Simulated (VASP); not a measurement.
Write the native input for VASP 6.6.1 that does the following.

```yaml
Task: single point
Functional: PBEsol
Potentials_or_basis: VASP PAW PBE potentials, release 64 (Na_pv)
Cutoff: 500 eV
k_mesh: 4 × 4 × 4
Occupations: fermi-dirac, width 0.05 eV
Spin: no spin polarisation
Dipole_correction: no
Further_INCAR_settings: ALGO = Normal; EDIFF = 1e-06; NBANDS = 10
```

The structure of Na lies in POSCAR:

```
Na
1.0
    6.8799663008      0.0000000000      0.0000000000
    0.0000000000      6.8799663008      0.0000000000
    0.0000000000      0.0000000000      6.8799663008
Na
1
Direct
    0.0000000000      0.0000000000      0.0000000000
```

This isn't the form of Na at room conditions, which is bcc.

One way to write it, as run:

INCAR

```
SYSTEM = Na
PREC = Accurate
ENCUT = 500
EDIFF = 1E-6
ISMEAR = -1
SIGMA = 0.05
LREAL = .False.
LASPH = .True.
NELM = 120
ALGO = Normal
ISIF = 2
LWAVE = .False.
LCHARG = .False.
GGA = PS
NBANDS = 10
GGA_COMPAT = .False.
```

KPOINTS

```
Automatic mesh
0
Gamma
  4 4 4
  0 0 0
```

Potentials or basis: VASP PAW PBE potentials, release 64 (Na_pv).

Command:

```bash
$ cat potpaw_PBE.64/Na_pv/POTCAR > POTCAR
$ mpirun -np 1 vasp_std > vasp.out
```

It gave:

```
Pressure               : -0.2 GPa
Band gap on the k mesh : zero (an odd number of electrons rules out a gap without spin polarisation)
```

Caveat: the nearest neighbours stand farther apart than a usual bond; the PAW data sets were made with another functional, which shifts forces and pressure a little.

Run time: 30 s on 1 thread of Intel Xeon 8259CL (shared host), peak memory 0.33 GiB.
